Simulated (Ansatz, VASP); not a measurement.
**TiC: VASP beside Ansatz**

File INCAR:

```
SYSTEM = TiC
ALGO     = Normal         ! electronic algorithm
EDIFF    = 1E-6           ! SCF threshold, eV
ENCUT    = 520            ! plane-wave cutoff, eV
GGA      = CA             ! functional
ISIF     = 2              ! what is computed and relaxed
ISMEAR   = -1             ! smearing method
LASPH    = .TRUE.         ! aspherical terms in the spheres
LCHARG   = .TRUE.         ! write CHGCAR
LELF     = .TRUE.         ! ELF
LREAL    = .FALSE.        ! projectors in reciprocal space
LVHAR    = .TRUE.       
LWAVE    = .FALSE.        ! write WAVECAR
NBANDS   = 15             ! bands
NELM     = 100            ! most SCF steps
PREC     = Accurate       ! precision mode
SIGMA    = 0.03           ! smearing width, eV
```

Contents of KPOINTS:

```
k-points
0
G
  16 16 16
  0 0 0
```

The input POSCAR:

```
TiC
1.0
    0.0000000000      2.1924769499      2.1924769499
    2.1924769499      0.0000000000      2.1924769499
    2.1924769499      2.1924769499      0.0000000000
Ti C
1 1
Direct
    0.0000000000      0.0000000000      0.0000000000
    0.5000000000      0.5000000000      0.5000000000
```

Input for Ansatz:

```yaml
crystal:
  lattice:
    - [0.0, 2.1924769499, 2.1924769499]
    - [2.1924769499, 0.0, 2.1924769499]
    - [2.1924769499, 2.1924769499, 0.0]
  atoms:
    - { symbol: Ti, position: [0.0, 0.0, 0.0] }
    - { symbol: C, position: [0.5, 0.5, 0.5] }
kpoints:
  mp_grid: { grid: [16, 16, 16] }
scf:
  occupations: { method: fermi_dirac, width: 0.03 }
hamiltonian:
  xc: lda
  pseudopotentials: { kind: all_electron, lapw: { basis_error: 0.001 } }
output:
  forces: true
  stress: true
  eigenvalues: true
```

Change from the starting cell: functional lda, volume scaled by 1.04.

Alike in both runs: task single point; functional LDA; k mesh 16 × 16 × 16; occupations fermi-dirac, width 0.03 eV; no spin polarisation.

|  | VASP | Ansatz |
| --- | --- | --- |
| version | VASP 6.6.1 | Ansatz 0.2.0 |
| potentials or method | VASP PAW LDA potentials, release 64 (Ti_sv, C), cutoff 520 eV | all-electron LAPW, scalar-relativistic |

Ansatz gave:

```
pressure (GPa) : -20.4
```

**Question.** Estimate VASP's values.

**Answer.** Pressure (GPa): -19.9.

LDA's correlation is that of Perdew and Zunger in VASP and of Perdew and Wang (1992) in Ansatz. Ansatz ran all-electron here, and VASP with PAW potentials.
